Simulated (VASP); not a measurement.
A run of VASP 6.6.1:

The input INCAR:

```
PREC = Accurate
ENCUT = 500
EDIFF = 1E-6
ISMEAR = 0
SIGMA = 0.1
LREAL = False
LASPH = True
NELM = 120
ALGO = Normal
ISIF = 2
LWAVE = False
LCHARG = False
GGA = CA
NBANDS = 13
GGA_COMPAT = False
```

Contents of KPOINTS:

```
Automatic mesh
0
Gamma
  20 20 20
```

POSCAR

```
Ru
1.0
   -1.5000183728      1.5000183728      1.5000183728
    1.5000183728     -1.5000183728      1.5000183728
    1.5000183728      1.5000183728     -1.5000183728
Ru
1
Direct
    0.0000000000      0.0000000000      0.0000000000
```

Potentials or basis: VASP PAW LDA potentials, release 64 (Ru_pv).

Launch:

```bash
$ cat potpaw_LDA.64/Ru_pv/POTCAR > POTCAR
$ mpirun -np 1 vasp_std > vasp.out
```

Hardware: 1 thread of AMD EPYC 7R43 64-Core Processor (Zen 3), with other jobs on the host.

**Question.** How long does it take, and how much memory?

**Answer.** Run time: 49 s on 1 thread of AMD EPYC 7R43 64-Core Processor (Zen 3), on a shared host, peak memory 0.12 GiB. Counts: scf iterations 11, k points 256.
